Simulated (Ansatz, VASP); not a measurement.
# RbCl in VASP and in Ansatz

INCAR

```
PREC = Accurate ; ENCUT = 500
EDIFF = 1E-6 ; ISMEAR = 0
SIGMA = 0.01 ; LREAL = F
LASPH = T ; NELM = 120
ALGO = Normal ; ISIF = 2
LWAVE = F ; LCHARG = F
NBANDS = 15 ; GGA_COMPAT = F
```

KPOINTS

```
regular mesh
0
Gamma
  6 6 6
```

POSCAR

```
RbCl
1.0
    0.0000000000      3.1725991936      3.1725991936
    3.1725991936      0.0000000000      3.1725991936
    3.1725991936      3.1725991936      0.0000000000
Rb Cl
1 1
Direct
    0.0000000000      0.0000000000      0.0000000000
    0.5000000000      0.5000000000      0.5000000000
```

Input for Ansatz:

```yaml
crystal:
  lattice:
    - [0.0, 3.17259919359, 3.17259919359]
    - [3.17259919359, 0.0, 3.17259919359]
    - [3.17259919359, 3.17259919359, 0.0]
  atoms:
    - { symbol: Rb, position: [0.0, 0.0, 0.0] }
    - { symbol: Cl, position: [0.5, 0.5, 0.5] }
kpoints:
  mp_grid: { grid: [6, 6, 6] }
scf:
  occupations: { method: fixed }
  convergence: { dr2_threshold: 1.0e-10 }
hamiltonian:
  xc: lda
  pseudopotentials: { kind: all_electron, lapw: { basis_error: 0.0005 } }
output:
  forces: true
  stress: true
  eigenstates:
    kpoints:
      - [0.0, 0.0, 0.0]
      - [-0.5, 0.0, -0.5]
      - [0.0, -0.5, -0.5]
      - [-0.5, -0.5, 0.0]
      - [-0.5, 0.0, 0.0]
      - [0.0, -0.5, 0.0]
      - [0.0, 0.0, -0.5]
      - [-0.5, -0.5, -0.5]
  eigenvalues: true
```

Alike in both runs: task single point; functional LDA; k mesh 6 × 6 × 6; no spin polarisation.

|  | VASP | Ansatz |
| --- | --- | --- |
| version | VASP 6.6.1 | Ansatz 0.2.0 |
| potentials or method | VASP PAW LDA potentials, release 64 (Rb_sv, Cl), cutoff 500 eV | all-electron LAPW, scalar-relativistic |
| occupations | gaussian, width 0.01 eV | fixed |

```csv
,VASP,Ansatz,Ansatz less VASP
gap on the k mesh at the Fermi level (eV),4.91,4.90,-0.005
pressure (GPa),0.4,0.3,-0.04
```

LDA's correlation is that of Perdew and Zunger in VASP and of Perdew and Wang (1992) in Ansatz. Ansatz ran all-electron here, and VASP with PAW potentials.
